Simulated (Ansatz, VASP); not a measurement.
Ta5N4 in VASP and in Ansatz

```xyz
9
Lattice="2.9240 0.0000 0.0000 -1.4620 2.5322 0.0000 0.0000 0.0000 26.4829" Properties=species:S:1:pos:R:3 pbc="T T T"
Ta    0.0000    1.6882    7.5047
Ta    0.0000    1.6882   10.3666
Ta    0.0000    1.6882   13.2415
Ta    0.0000    1.6882   16.1163
Ta    0.0000    1.6882   18.9783
N     0.0000    0.0000    8.9588
N     0.0000    0.0000   11.8060
N     0.0000    0.0000   14.6769
N     0.0000    0.0000   17.5241
```

Alike in both runs: functional PBEsol; k mesh 12 × 12 × 1; occupations gaussian, width 0.1 eV; no spin polarisation.

Ansatz relaxed the structure, and its values are those at the end. VASP's run is a single point on that final structure, the one shown.

|  | VASP | Ansatz |
| --- | --- | --- |
| version | VASP 6.6.1 | Ansatz 0.2.0 |
| potentials or method | VASP PAW PBE potentials, release 64 (Ta_pv, N), cutoff 520 eV | scalar-relativistic, plane waves, PAW |
| valence electrons in the cell | 75 | 85 |

|  | VASP | Ansatz | Ansatz less VASP |
| --- | --- | --- | --- |
| gap on the k mesh at the Fermi level (eV) | none | none | - |
| rms of the force components (eV/Å) | 0.011 | 0.004 | -0.0072 |

VASP's potentials were made for PBE, not for PBEsol. A gap of «none» marks a metal or a gap that the smearing closes. The functional is the same, so the differences come from potentials, cutoffs and numerics. VASP's potentials hold 75 valence electrons a cell and Ansatz's 85, so a difference there can come from the potentials and not from the codes.

Neither program's run includes spin-orbit coupling.
